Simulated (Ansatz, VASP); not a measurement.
# One calculation of GaCuSe2, two programs

File INCAR:

```
PREC = Accurate
ENCUT = 520
EDIFF = 1E-7
ISMEAR = -1
SIGMA = 0.05
LREAL = F
LASPH = T
NELM = 80
ALGO = Normal
ISIF = 2
LWAVE = F
LCHARG = F
GGA = PS
NBANDS = 46
```

File KPOINTS:

```
Automatic mesh
0
Gamma
  7 7 7
```

Contents of POSCAR:

```
GaCuSe2
1.0
   -2.8465220030      2.8465220030      5.5855477933
    2.8465220030     -2.8465220030      5.5855477933
    2.8465220030      2.8465220030     -5.5855477933
Se Ga Cu
4 2 2
Direct
    0.1256200000      0.6250000000      0.0006200000
    0.8750000000      0.8743800000      0.4993800000
    0.6243800000      0.1250000000      0.9993800000
    0.3750000000      0.3756200000      0.5006200000
    0.2500000000      0.7500000000      0.5000000000
    0.5000000000      0.5000000000      0.0000000000
    0.7500000000      0.2500000000      0.5000000000
    0.0000000000      0.0000000000      0.0000000000
```

input.yaml

```yaml
crystal:
  lattice:
    - [-2.846522003, 2.846522003, 5.5855477933]
    - [2.846522003, -2.846522003, 5.5855477933]
    - [2.846522003, 2.846522003, -5.5855477933]
  atoms:
    - { symbol: Se, position: [0.12562, 0.625, 0.00062] }
    - { symbol: Se, position: [0.875, 0.87438, 0.49938] }
    - { symbol: Se, position: [0.62438, 0.125, 0.99938] }
    - { symbol: Se, position: [0.375, 0.37562, 0.50062] }
    - { symbol: Ga, position: [0.25, 0.75, 0.5] }
    - { symbol: Ga, position: [0.5, 0.5, 0.0] }
    - { symbol: Cu, position: [0.75, 0.25, 0.5] }
    - { symbol: Cu, position: [0.0, 0.0, 0.0] }
kpoints:
  mp_grid: { grid: [7, 7, 7] }
scf:
  occupations: { method: fermi_dirac, width: 0.05 }
hamiltonian:
  xc: pbesol
  pseudopotentials: { kind: all_electron, lapw: { basis_error: 0.001 } }
output:
  forces: true
  stress: true
  eigenvalues: true
```

Change from the starting cell: volume scaled by 1.04.

Alike in both runs: task single point; functional PBEsol; k mesh 7 × 7 × 7; occupations fermi-dirac, width 0.05 eV; no spin polarisation.

```csv
,VASP,Ansatz
version,VASP 6.6.1,Ansatz 0.2.0
potentials or method,"VASP PAW PBE potentials, release 64 (Se, Ga_d, Cu), cutoff 520 eV","all-electron LAPW, scalar-relativistic"
```

```csv
,VASP,Ansatz,Ansatz less VASP
gap on the k mesh at the Fermi level (eV),none,none,-
pressure (GPa),-2.9,-3.1,-0.16
"traceless stress, the component that is largest in VASP (GPa)",0.18,0.19,+0.009
rms of the force components (eV/Å),0.138,0.145,+0.0072
```

VASP's potentials were made for PBE, not for PBEsol. Atom by atom the forces differ by 0.007 eV/Å (rms over components). A gap of «none» marks a metal or a gap that the smearing closes. Ansatz ran all-electron here, and VASP with PAW potentials.
